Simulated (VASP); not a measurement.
A run of VASP 6.6.1 is set up as follows.

The input INCAR:

```
PREC = Accurate
ENCUT = 520
EDIFF = 1E-7
ISMEAR = -1
SIGMA = 0.1
LREAL = F
LASPH = T
NELM = 80
ALGO = Normal
ISIF = 2
LWAVE = F
LCHARG = F
GGA = PS
NBANDS = 15
```

File KPOINTS:

```
Automatic mesh
0
Gamma
  11 11 10
```

The input POSCAR:

```
TaN
1.0
    2.9638867964      0.0000000000      0.0000000000
   -1.4819433982      2.5668016265      0.0000000000
    0.0000000000      0.0000000000      2.9084021899
Ta N
1 1
Direct
    0.3333333333      0.6666666667      0.5000000000
    0.0000000000      0.0000000000      0.0000000000
```

Potentials or basis: VASP PAW PBE potentials, release 64 (Ta_pv, N).

The run is started by

```console
$ cat potpaw_PBE.64/Ta_pv/POTCAR potpaw_PBE.64/N/POTCAR > POTCAR
$ mpirun -np 1 vasp_std > vasp.out
```

Problem. What does it give for the band gap on the k mesh?

Solution. Zero (band 8 reaches 8.20 eV, above the bottom of band 9 at 7.72 eV).

Problem. What does it give for the pressure?

Solution. -12.7 GPa.

Stress tensor (GPa, compression positive):
```
-12.28   0.00   0.00
  0.00 -12.28   0.00
  0.00   0.00 -13.53
```

Caveat: the PAW data sets were made with another functional, which shifts forces and pressure a little; spin-orbit coupling is left out, which moves the levels of the heavy elements.
